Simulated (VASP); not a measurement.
Here is a VASP 6.6.1 calculation.

POSCAR

```
CsSnI3
1.0
    6.1140776838      0.0000000000      0.0000000000
    0.0000000000      6.1140776838      0.0000000000
    0.0000000000      0.0000000000      6.1140776838
Cs Sn I
1 1 3
Direct
    0.0000000000      0.0000000000      0.0000000000
    0.5000000000      0.5000000000      0.5000000000
    0.5000000000      0.5000000000      0.0000000000
    0.5000000000      0.0000000000      0.5000000000
    0.0000000000      0.5000000000      0.5000000000
```

The input INCAR.step1:

```
ALGO = Normal ; EDIFF = 1E-4
ENCUT = 520 ; GGA = PE
ISMEAR = 0 ; LASPH = T
LCHARG = F ; LREAL = F
LWAVE = T ; NBANDS = 30
NELM = 100 ; PREC = Accurate
SIGMA = 0.01
```

The input INCAR.step2:

```
ALGO = Normal ; EDIFF = 1E-6
ENCUT = 520 ; ISIF = 2
ISMEAR = 0 ; ISTART = 1
LASPH = T ; LCHARG = T
LELF = T ; LMIXTAU = T
LREAL = F ; LVHAR = T
LWAVE = F ; METAGGA = R2SCAN
NBANDS = 30 ; NELM = 100
PREC = Accurate ; SIGMA = 0.01
```

KPOINTS

```
k-points
0
Gamma
  4 4 4
```

Potentials or basis: VASP PAW PBE potentials, release 64 (Cs_sv, Sn_d, I).

Run with:

```bash
$ cat potpaw_PBE.64/Cs_sv/POTCAR potpaw_PBE.64/Sn_d/POTCAR potpaw_PBE.64/I/POTCAR > POTCAR
$ cp INCAR.step1 INCAR
$ mpirun -np 1 vasp_std > vasp.out
$ cp INCAR.step2 INCAR
$ mpirun -np 1 vasp_std > vasp.out
```

Question: Estimate the band gap on the k mesh.

Answer: 0.20 eV.

Question: Estimate the pressure.

Answer: 1.3 GPa.

Caveat: semilocal functionals underestimate gaps, and a narrow one can read as zero; the PAW data sets were made with another functional, which shifts forces and pressure a little; spin-orbit coupling is left out, which moves the levels of the heavy elements. A k mesh can miss the band edges.
